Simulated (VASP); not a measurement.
Runs of VASP 6.6.1 on Mo. The structure is that of space group Fd-3m (No. 227), or close to it. The cells are those of the table. 

```tsv
cell	k mesh	gap on the mesh (eV)	pressure (GPa)
a = 4.179 Å, angles 60.0°, 2 atoms	11 × 11 × 11	none	-9.4
a = 4.128 Å, angles 60.0°, 2 atoms	11 × 11 × 11	none	-6.7
a = 4.024 Å, angles 60.0°, 2 atoms	11 × 11 × 11	none	0.4
a = 3.913 Å, angles 60.0°, 2 atoms	11 × 11 × 11	none	(a)
a = 4.024 Å, angles 60.0°, 2 atoms	16 × 16 × 16	none	0.4
```

Alike in all rows: task single point; level PBE; potentials or basis VASP PAW PBE potentials, release 64 (Mo_sv); no spin polarisation; cutoff (eV) 520; smearing fermi-dirac 0.1 eV.

Problem. Fill in the values left out.

Solution. (a) 11.1.

A k mesh can miss the band edges, and the runs leave out spin-orbit coupling on Mo.

A gap of «none» marks levels without a gap at the run's occupations.
